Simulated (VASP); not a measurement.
A run of VASP 6.6.1 is set up as follows.

INCAR

```
SYSTEM = SnC3
ALGO = Normal
EDIFF = 1E-7
ENCUT = 520
GGA = PE
ISIF = 2
ISMEAR = 0
LASPH = .TRUE.
LCHARG = .TRUE.
LELF = .TRUE.
LREAL = .FALSE.
LVHAR = .TRUE.
LWAVE = .FALSE.
NBANDS = 21
NELM = 60
PREC = Accurate
SIGMA = 0.01
```

File KPOINTS:

```
k-points
0
G
  8 8 4
  0 0 0
```

File POSCAR:

```
SnC3
1.0
    3.0431120943      0.0000000000      0.0000000000
    0.0000000000      3.0431120943      0.0000000000
    0.0000000000      0.0000000000      4.7630543585
C Sn
3 1
Direct
    0.5000000000      0.0000000000      0.8227196820
    0.5000000000      0.5000000000      0.0000000000
    0.0000000000      0.5000000000      0.1772803180
    0.0000000000      0.0000000000      0.5000000000
```

Potentials or basis: VASP PAW PBE potentials, release 64 (C, Sn_d).

The run is started by

```bash
$ cat potpaw_PBE.64/C/POTCAR potpaw_PBE.64/Sn_d/POTCAR > POTCAR
$ mpirun -np 1 vasp_std > vasp.out
```

Question: Predict the largest force.

Answer: 0.257 eV/Å.

Question: Predict the pressure.

Answer: -10.4 GPa.

Stress tensor (GPa, compression positive):
```
 -9.78   0.00   0.00
  0.00  -9.78   0.00
  0.00   0.00 -11.79
```
